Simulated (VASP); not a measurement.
Write the native input for VASP 6.6.1 that does the following.

* Task: single point
* Functional: r2SCAN
* Potentials or basis: VASP PAW PBE potentials, release 64 (Ba_sv, Ti_sv, O_h)
* Cutoff: 1480 eV
* k mesh: 6 × 6 × 6
* Occupations: gaussian, width 0.01 eV
* Spin: no spin polarisation
* Dipole correction: no
* Further INCAR settings: ALGO = Normal; EDIFF = 1e-06; NBANDS = 28

Crystal: BaTiO3.

```
Ba Ti O
1.0
     2.84000    1.63967    2.33135
    -2.84000    1.63967    2.33135
     0.00000   -3.27935    2.33135
Ba Ti O
1 1 3
Direct
  0.99679 0.99679 0.99679
  0.48333 0.48333 0.48333
  0.50983 0.50983 0.01942
  0.01942 0.50983 0.50983
  0.50983 0.01942 0.50983
```

These files were run (other wordings do the same):

POSCAR

```
BaTiO3
1.0
    2.8399983158      1.6396737921      2.3313532671
   -2.8399983158      1.6396737921      2.3313532671
    0.0000000000     -3.2793475843      2.3313532671
Ba Ti O
1 1 3
Direct
   -0.0032057792     -0.0032057792     -0.0032057792
    0.4833346603      0.4833346603      0.4833346603
    0.5098255442      0.5098255442      0.0194200304
    0.0194200304      0.5098255442      0.5098255442
    0.5098255442      0.0194200304      0.5098255442
```

INCAR.step1

```
SYSTEM = BaTiO3
PREC     = Accurate       ! precision mode
ENCUT    = 1480           ! plane-wave cutoff, eV
ISMEAR   = 0              ! smearing method
SIGMA    = 0.01           ! smearing width, eV
LREAL    = .FALSE.        ! projectors in reciprocal space
LASPH    = .TRUE.         ! aspherical terms in the spheres
NELM     = 120            ! most SCF steps
NBANDS   = 28             ! bands
GGA      = PE             ! functional
ALGO     = Normal         ! electronic algorithm
EDIFF    = 1E-5           ! SCF threshold, eV
LWAVE    = .TRUE.         ! write WAVECAR
LCHARG   = .FALSE.        ! write CHGCAR
GGA_COMPAT= .FALSE.
```

INCAR.step2

```
SYSTEM = BaTiO3
PREC     = Accurate       ! precision mode
ENCUT    = 1480           ! plane-wave cutoff, eV
EDIFF    = 1E-6           ! SCF threshold, eV
ISMEAR   = 0              ! smearing method
SIGMA    = 0.01           ! smearing width, eV
LREAL    = .FALSE.        ! projectors in reciprocal space
LASPH    = .TRUE.         ! aspherical terms in the spheres
NELM     = 120            ! most SCF steps
ALGO     = Normal         ! electronic algorithm
ISIF     = 2              ! what is computed and relaxed
LWAVE    = .FALSE.        ! write WAVECAR
LCHARG   = .FALSE.        ! write CHGCAR
METAGGA  = R2SCAN         ! meta-GGA
LMIXTAU  = .TRUE.       
NBANDS   = 28             ! bands
ISTART   = 1            
GGA_COMPAT= .FALSE.
```

KPOINTS

```
Automatic mesh
0
G
  6 6 6
  0 0 0
```

Potentials or basis: VASP PAW PBE potentials, release 64 (Ba_sv, Ti_sv, O_h).

Run with:

```sh
$ cat potpaw_PBE.64/Ba_sv/POTCAR potpaw_PBE.64/Ti_sv/POTCAR potpaw_PBE.64/O_h/POTCAR > POTCAR
$ cp INCAR.step1 INCAR
$ mpirun -np 1 vasp_std > vasp.out
$ cp INCAR.step2 INCAR
$ mpirun -np 1 vasp_std > vasp.out
```

Results of the run:

```
Pressure               : 1.8 GPa
Largest force          : 0.136 eV/Å
Band gap on the k mesh : 2.86 eV (least direct gap 3.32 eV)
```

Caveat: the PAW data sets were made with another functional, which shifts forces and pressure a little; spin-orbit coupling is left out, which moves the levels of the heavy elements.

It took 12 min on 1 thread of Intel(R) Xeon(R) Platinum 8488C (Sapphire Rapids), with other jobs on the host, peak memory 0.58 GiB.
